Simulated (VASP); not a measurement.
The system is ZrZn4N.

```
CELL_PARAMETERS angstrom
3.46110 0.00000 0.00000
-1.73055 2.99740 0.00000
0.00000 0.00000 7.03578
ATOMIC_POSITIONS crystal
Zr 0.00000 0.00000 0.50000
Zn 0.33333 0.66667 0.75959
Zn 0.33333 0.66667 0.24041
Zn 0.66667 0.33333 0.75959
Zn 0.66667 0.33333 0.24041
N 0.00000 0.00000 0.00000
```

The cell was generated, and may not be a known phase.

```yaml
Program: VASP 6.6.1
Task: relaxation of cell and atoms
Functional: PBE
Potentials_or_basis: VASP PAW PBE potentials, release 64 (Zr_sv, Zn, N)
Cutoff: 600 eV
k_mesh: 6 × 6 × 4
Occupations: gaussian, width 0.1 eV
Spin: no spin polarisation
```

At the start: pressure 65.8 GPa; volume 12.17 Å³/atom.

Q: How do energy, volume and symmetry change on relaxing?

A: Over 33 steps the energy falls by 1268.9 meV/atom and the volume is 15.00 Å³/atom (+23.3 %); space group P6/mmm (No. 191, to 0.1 Å) before and after.

The path:
```csv
step,energy change (eV),largest force (eV/Å),pressure (GPa),volume (Å³)
1,0.0000,2.1619,65.82,72.99
2,-3.5105,0.0781,-16.62,136.84
3,-5.9204,0.4593,-4.77,102.84
4,-5.9212,0.4781,-4.21,102.19
5,-6.4878,0.4952,-2.85,97.45
6,-6.9498,0.3622,0.16,91.47
7,-6.4675,2.1644,18.05,78.45
8,-7.0749,0.2052,2.44,88.40
9,-7.0977,0.1838,5.99,84.88
10,-7.1101,0.0166,4.65,86.06
11,-7.1564,0.4690,-2.57,91.05
12,-7.1821,0.2958,-0.14,89.12
13,-7.2008,0.2041,-0.54,89.34
14,-7.2320,0.0157,-1.45,89.99
15,-7.3043,0.3880,-2.46,91.18
16,-7.3082,0.4156,-2.41,91.15
17,-7.3169,0.5039,-2.25,91.07
18,-7.3196,0.7166,-1.79,90.89
19,-7.3213,0.6144,-2.02,90.97
20,-7.3331,0.6094,-1.93,90.81
21,-7.3675,0.5934,-1.56,90.34
22,-7.4309,0.5507,-0.73,89.39
23,-7.5219,0.3965,1.35,87.47
24,-7.4633,0.2078,8.31,83.55
25,-7.5418,0.2754,3.06,86.27
26,-7.5732,0.1001,1.73,87.30
27,-7.5940,0.1613,0.06,88.88
28,-7.5944,0.2100,-0.20,89.16
29,-7.6025,0.1778,-0.20,89.38
30,-7.6127,0.0887,0.01,89.91
31,-7.6129,0.0652,0.07,90.01
32,-7.6130,0.0712,0.03,89.99
33,-7.6135,0.0114,-0.02,90.00
```

Final structure:
```
Zr Zn N
1.0
     4.65651    0.00000    0.00000
    -2.32825    4.03265    0.00000
     0.00000    0.00000    4.79306
Zr Zn N
1 4 1
Direct
  0.00000 0.00000 0.50000
  0.33333 0.66667 0.75293
  0.33333 0.66667 0.24707
  0.66667 0.33333 0.75293
  0.66667 0.33333 0.24707
  0.00000 0.00000 0.00000
```

Caveat: the volume moved by over 15 % at a fixed basis, so the end points are rough.
